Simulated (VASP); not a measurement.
Input of a VASP 6.6.1 run:

INCAR

```
SYSTEM = Bi2Se3
PREC = Accurate ; ENCUT = 520
EDIFF = 1E-7 ; ISMEAR = -1
SIGMA = 0.03 ; LREAL = .False.
LASPH = .True. ; NELM = 60
ALGO = Normal ; ISIF = 2
LWAVE = .False. ; LCHARG = .False.
GGA = PE ; NBANDS = 32
```

File KPOINTS:

```
regular mesh
0
Gamma
  6 6 6
  0 0 0
```

File POSCAR:

```
Bi2Se3
1.0
    2.0852182350      1.2039013093      9.6085459482
   -2.0852182350      1.2039013093      9.6085459482
    0.0000000000     -2.4078026186      9.6085459482
Bi Se
2 3
Direct
    0.4008000000      0.4008000000      0.4008000000
    0.5992000000      0.5992000000      0.5992000000
    0.0000000000      0.0000000000      0.0000000000
    0.2117000000      0.2117000000      0.2117000000
    0.7883000000      0.7883000000      0.7883000000
```

Potentials or basis: VASP PAW PBE potentials, release 64 (Bi_d, Se).

Command:

```bash
$ cat potpaw_PBE.64/Bi_d/POTCAR potpaw_PBE.64/Se/POTCAR > POTCAR
$ mpirun -np 1 vasp_std > vasp.out
```

Q: Predict the largest force.

A: 0.131 eV/Å.

Q: What does it give for the pressure?

A: 1.3 GPa.

Forces on the atoms (eV/Å):
```
Bi   0.000  0.000 -0.131
Bi   0.000  0.000  0.131
Se   0.000  0.000  0.000
Se   0.000  0.000 -0.036
Se   0.000  0.000  0.036
```
